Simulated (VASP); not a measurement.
Here is a VASP 6.6.1 calculation.

File INCAR:

```
SYSTEM = Pd
  ALGO = Normal
  EDIFF = 1E-7
  ENCUT = 520
  GGA = PE
  ISIF = 2
  ISMEAR = -1
  LASPH = .True.
  LCHARG = .False.
  LREAL = .False.
  LWAVE = .False.
  NBANDS = 17
  NELM = 60
  PREC = Accurate
  SIGMA = 0.05
```

The input KPOINTS:

```
k-points
0
Gamma
  16 16 16
  0 0 0
```

The input POSCAR:

```
Pd
1.0
   -2.0535299881      2.0535299881      1.1021818805
    2.0535299881     -2.0535299881      1.1021818805
    2.0535299881      2.0535299881     -1.1021818805
Pd
2
Direct
   -0.3750000000     -0.1250000000     -0.2500000000
    0.3750000000      0.1250000000      0.2500000000
```

Potentials or basis: VASP PAW PBE potentials, release 64 (Pd).

Run with:

```console
$ cat potpaw_PBE.64/Pd/POTCAR > POTCAR
$ mpirun -np 1 vasp_std > vasp.out
```

Q: Estimate the pressure.

A: 379.1 GPa.

Q: What does it give for the band gap on the k mesh?

A: Zero (bands 10 and 11 overlap by 3.20 eV).

Stress tensor (GPa, compression positive):
```
376.60   0.00   0.00
  0.00 376.60   0.00
  0.00   0.00 384.24
```

Caveat: the cell stands under pressure.
